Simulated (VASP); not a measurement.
W2S:

```xyz
3
Lattice="0.0000 2.9616 2.9616 2.9616 0.0000 2.9616 2.9616 2.9616 0.0000" Properties=species:S:1:pos:R:3 pbc="T T T"
W     1.4808    1.4808    1.4808
W     4.4424    4.4424    4.4424
S     0.0000    0.0000    0.0000
```

| Property | Result |
| --- | --- |
| Program | VASP 6.6.1 |
| Task | relaxation of cell and atoms |
| Functional | PBE |
| Potentials or basis | VASP PAW PBE potentials, release 64 (W_sv, S) |
| Cutoff | 600 eV |
| k mesh | 6 × 6 × 6 |
| Occupations | gaussian, width 0.1 eV |
| Spin | no spin polarisation |

At the start: pressure -17.0 GPa; volume 17.32 Å³/atom.

How do energy, volume and symmetry change on relaxing?

Over 4 steps the energy falls by 99.2 meV/atom and the volume is 15.68 Å³/atom (-9.5 %); space group Fm-3m (No. 225, to 0.05 Å).

The path:
| step | energy change (eV) | largest force (eV/Å) | pressure (GPa) | volume (Å³) |
| --- | --- | --- | --- | --- |
| 1 | 0.0000 | 0.0000 | -16.99 | 51.95 |
| 2 | 0.9414 | 0.0000 | 61.30 | 39.33 |
| 3 | -0.2961 | 0.0000 | -1.54 | 47.28 |
| 4 | -0.2975 | 0.0000 | -0.36 | 47.03 |

Final structure:
```cif
data_structure
_symmetry_space_group_name_H-M 'P 1'
_symmetry_Int_Tables_number 1
_cell_length_a 4.0516
_cell_length_b 4.0516
_cell_length_c 4.0516
_cell_angle_alpha 60.000
_cell_angle_beta 60.000
_cell_angle_gamma 60.000
_cell_volume 47.03
loop_
_atom_site_label
_atom_site_type_symbol
_atom_site_fract_x
_atom_site_fract_y
_atom_site_fract_z
_atom_site_occupancy
W1 W 0.25000 0.25000 0.25000 1
W2 W 0.75000 0.75000 0.75000 1
S1 S 0.00000 0.00000 0.00000 1
```
